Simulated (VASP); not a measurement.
Crystal: Mg.

```
Mg
1.0
     3.20930    0.00000    0.00000
    -1.60465    2.77934    0.00000
     0.00000    0.00000    5.21030
Mg
2
Direct
  0.33333 0.66667 0.25000
  0.66667 0.33333 0.75000
```

```yaml
Program: VASP 6.6.1
Task: relaxation of cell and atoms
Functional: LDA
Potentials_or_basis: VASP PAW LDA potentials, release 64 (Mg)
Cutoff: 600 eV
k_mesh: 8 × 8 × 5
Occupations: methfessel-paxton, width 0.05 eV
Spin: no spin polarisation
```

At the start: pressure -2.8 GPa; volume 23.24 Å³/atom.

How do energy, volume and symmetry change on relaxing?

Over 3 steps the energy falls by 16.1 meV/atom and the volume is 21.51 Å³/atom (-7.4 %); space group P6_3/mmc (No. 194, to 0.05 Å).

Step by step:
| step | energy change (eV) | largest force (eV/Å) | pressure (GPa) | volume (Å³) |
| --- | --- | --- | --- | --- |
| 1 | 0.0000 | 0.0000 | -2.75 | 46.47 |
| 2 | -0.0299 | 0.0000 | -0.78 | 43.84 |
| 3 | -0.0321 | 0.0000 | -0.05 | 43.02 |

Final structure:
```
CELL_PARAMETERS angstrom
3.12417 0.00000 0.00000
-1.56209 2.70561 0.00000
0.00000 0.00000 5.08933
ATOMIC_POSITIONS crystal
Mg 0.33333 0.66667 0.25000
Mg 0.66667 0.33333 0.75000
```
